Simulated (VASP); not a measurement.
CdS (NiAs type):

```
Cd S
1.0
     3.16541    0.00000    0.00000
    -1.58271    2.74133    0.00000
     0.00000    0.00000    6.01235
Cd S
2 2
Direct
  0.00000 0.00000 0.00000
  0.00000 0.00000 0.50000
  0.33333 0.66667 0.25000
  0.66667 0.33333 0.75000
```

Base run:

```yaml
Program: VASP 6.6.1
Functional: PBE
Potentials_or_basis: VASP PAW PBE potentials, release 64 (Cd, S)
Cutoff: 520 eV
k_mesh: 11 × 11 × 6
Occupations: fermi-dirac, width 0.08 eV
Spin: no spin polarisation
```

Its results: band gap on the k mesh zero (band 18 reaches 9.36 eV, above the bottom of band 19 at 9.11 eV); pressure 103.4 GPa.

**Question.** The run is repeated on the same cell with these changes: potentials or basis from VASP PAW PBE potentials, release 64 (Cd, S) to VASP PAW PBE potentials, release 64 (Cd_sv_GW, S); cutoff from 520 eV to 540 eV; further incar settings from ALGO = Normal; EDIFF = 1e-07; NBANDS = 26 to ALGO = Normal; EDIFF = 1e-06; NBANDS = 34; valence electrons from 36 to 52. What comes out?

**Answer.** Band gap on the k mesh zero (band 26 reaches 12.27 eV, above the bottom of band 27 at 12.02 eV); pressure 97.9 GPa.
